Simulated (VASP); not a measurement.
# Si3N4 (Fd-3m) in VASP: notebook, part 2 of 2

VASP 6.6.1. Earlier steps stand in the parts before.

### Step 4. Single point, PBE (8.69 Å³/atom)

This run uses another cell than the first one, of 8.69 Å³/atom.

INCAR reads:

```
SYSTEM = Si3N4
PREC = Accurate
ENCUT = 520
EDIFF = 1E-6
ISMEAR = 0
SIGMA = 0.02
LREAL = .False.
LASPH = .True.
NELM = 60
ALGO = Normal
ISIF = 2
LWAVE = .False.
LCHARG = .False.
GGA = PE
NBANDS = 45
```

KPOINTS reads:

```
regular mesh
0
Gamma
  6 6 6
  0 0 0
```

POSCAR reads:

```
Si3N4
1.0
    0.0000000000      3.9331817126      3.9331817126
    3.9331817126      0.0000000000      3.9331817126
    3.9331817126      3.9331817126      0.0000000000
Si N
6 8
Direct
    0.1250000000      0.1250000000      0.6250000000
    0.1250000000      0.6250000000      0.1250000000
    0.6250000000      0.1250000000      0.1250000000
    0.1250000000      0.1250000000      0.1250000000
    0.7500000000      0.7500000000      0.7500000000
    0.5000000000      0.5000000000      0.5000000000
    0.3673622502      0.3673622502      0.3673622502
    0.3520867507      0.8826377498      0.8826377498
    0.8826377498      0.8826377498      0.3520867507
    0.8826377498      0.3520867507      0.8826377498
    0.3673622502      0.3673622502      0.8979132493
    0.3673622502      0.8979132493      0.3673622502
    0.8826377498      0.8826377498      0.8826377498
    0.8979132493      0.3673622502      0.3673622502
```

Launch:

```sh
$ cat potpaw_PBE.64/Si/POTCAR potpaw_PBE.64/N/POTCAR > POTCAR
$ mpirun -np 1 vasp_std > vasp.out
```

Run time: 2.7 min. Hardware: 1 thread of Intel Xeon 8259CL, shared host; peak memory 0.28 GiB.

The run converged. Its results:

```
Free energy            : -112.3914 eV
Pressure               : -8.3 GPa
Largest force          : 0.006 eV/Å
Band gap on the k mesh : 3.22 eV (least direct gap 3.27 eV)
```

Forces in eV/Å, atoms in the order of the input:
```
Si   0.000  0.000  0.000
Si   0.000  0.000  0.000
Si   0.000  0.000  0.000
Si   0.000  0.000  0.000
Si   0.000  0.000  0.000
Si   0.000  0.000  0.000
N    0.003  0.003  0.003
N   -0.003  0.003  0.003
N    0.003  0.003 -0.003
N    0.003 -0.003  0.003
N   -0.003 -0.003  0.003
N   -0.003  0.003 -0.003
N   -0.003 -0.003 -0.003
N    0.003 -0.003 -0.003
```

Levels at points of the mesh, in eV from the valence-band top:
| k point | band 29 | band 30 | band 31 | band 32 | band 33 | band 34 | band 35 | band 36 |
| --- | --- | --- | --- | --- | --- | --- | --- | --- |
| (0.00, 0.00, 0.00) | -0.13 | -0.05 | -0.05 | -0.05 | 3.22 | 3.22 | 3.22 | 4.64 |
| (0.50, 0.00, 0.00) | -0.47 | -0.47 | -0.31 | -0.31 | 4.78 | 5.66 | 5.66 | 5.97 |
| (0.50, 0.50, 0.00) | -1.06 | -1.06 | -0.39 | -0.39 | 6.45 | 6.45 | 6.79 | 6.79 |

Caveat: the cell stands under tension. A k mesh can miss the band edges.

### Step 5. Single point, PBE (8.95 Å³/atom)

This run uses another cell than the first one, of 8.95 Å³/atom.

INCAR reads:

```
PREC = Accurate
ENCUT = 520
EDIFF = 1E-6
ISMEAR = 0
SIGMA = 0.02
LREAL = F
LASPH = T
NELM = 80
ALGO = Normal
ISIF = 2
LWAVE = F
LCHARG = F
GGA = PE
NBANDS = 45
```

KPOINTS reads:

```
regular mesh
0
Gamma
  6 6 6
```

POSCAR reads:

```
Si3N4
1.0
    0.0000000000      3.9710030877      3.9710030877
    3.9710030877      0.0000000000      3.9710030877
    3.9710030877      3.9710030877      0.0000000000
Si N
6 8
Direct
    0.1250000000      0.1250000000      0.6250000000
    0.1250000000      0.6250000000      0.1250000000
    0.6250000000      0.1250000000      0.1250000000
    0.1250000000      0.1250000000      0.1250000000
    0.7500000000      0.7500000000      0.7500000000
    0.5000000000      0.5000000000      0.5000000000
    0.3671698289      0.3671698289      0.3671698289
    0.3515094866      0.8828301711      0.8828301711
    0.8828301711      0.8828301711      0.3515094866
    0.8828301711      0.3515094866      0.8828301711
    0.3671698289      0.3671698289      0.8984905134
    0.3671698289      0.8984905134      0.3671698289
    0.8828301711      0.8828301711      0.8828301711
    0.8984905134      0.3671698289      0.3671698289
```

Launch:

```sh
$ cat potpaw_PBE.64/Si/POTCAR potpaw_PBE.64/N/POTCAR > POTCAR
$ mpirun -np 1 vasp_std > vasp.out
```

Wall time 3.2 min (1 thread of Intel Xeon 8259CL, shared host); peak memory 0.28 GiB.

It converged, with:

```yaml
Free_energy: -112.1321 eV
Pressure: -15.2 GPa
Largest_force: 0.005 eV/Å
Band_gap_on_the_k_mesh: 3.11 eV (least direct gap 3.17 eV)
```

Forces on the atoms (eV/Å):
```
Si   0.000  0.000  0.000
Si   0.000  0.000  0.000
Si   0.000  0.000  0.000
Si   0.000  0.000  0.000
Si   0.000  0.000  0.000
Si   0.000  0.000  0.000
N    0.003  0.003  0.003
N   -0.003  0.003  0.003
N    0.003  0.003 -0.003
N    0.003 -0.003  0.003
N   -0.003 -0.003  0.003
N   -0.003  0.003 -0.003
N   -0.003 -0.003 -0.003
N    0.003 -0.003 -0.003
```

Levels at points of the mesh, in eV from the valence-band top:
```tsv
k point	band 30	band 31	band 32	band 33	band 34	band 35
(0.00, 0.00, 0.00)	-0.06	-0.06	-0.06	3.11	3.11	3.11
(0.50, 0.00, 0.00)	-0.46	-0.29	-0.29	4.63	5.56	5.56
(0.50, 0.50, 0.00)	-1.03	-0.36	-0.36	6.27	6.27	6.63
```

Caveat: the cell stands under tension.

### Step 6. Overview

```csv
cell,gap on the mesh (eV),pressure (GPa),largest force (eV/Å)
"a = 5.508 Å, angles 60.0°, 14 atoms",3.33,-0.2,0.01
"a = 5.562 Å, angles 60.0°, 14 atoms",3.22,-8.3,0.01
"a = 5.616 Å, angles 60.0°, 14 atoms",3.11,-15.2,-
```

Alike in all rows: task single point; level PBE; potentials or basis VASP PAW PBE potentials, release 64 (Si, N); no spin polarisation; k mesh 6 × 6 × 6; cutoff (eV) 520; smearing gaussian 0.02 eV.

Caveats: the cell stands under tension (at least some runs).

Total energies depend on the potentials used, so only differences within one code and one set of settings carry meaning.
